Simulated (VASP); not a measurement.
Input of a VASP 6.6.1 run:

File INCAR:

```
SYSTEM = Au
ALGO = Normal
EDIFF = 1E-6
ENCUT = 520
GGA = RP
ISIF = 2
ISMEAR = -1
LASPH = .True.
LCHARG = .True.
LELF = .True.
LREAL = .False.
LVHAR = .True.
LWAVE = .False.
NBANDS = 12
NELM = 60
PREC = Accurate
SIGMA = 0.1
```

KPOINTS

```
k-points
0
Gamma
  21 21 21
  0 0 0
```

Contents of POSCAR:

```
Au
1.0
    0.0000000000      2.0989402630      2.0989402630
    2.0989402630      0.0000000000      2.0989402630
    2.0989402630      2.0989402630      0.0000000000
Au
1
Direct
    0.0000000000      0.0000000000      0.0000000000
```

Potentials or basis: VASP PAW PBE potentials, release 64 (Au).

Launch:

```console
$ cat potpaw_PBE.64/Au/POTCAR > POTCAR
$ mpirun -np 1 vasp_std > vasp.out
```

Q: Predict the pressure.

A: -0.1 GPa.

Caveat: the PAW data sets were made with another functional, which shifts forces and pressure a little.
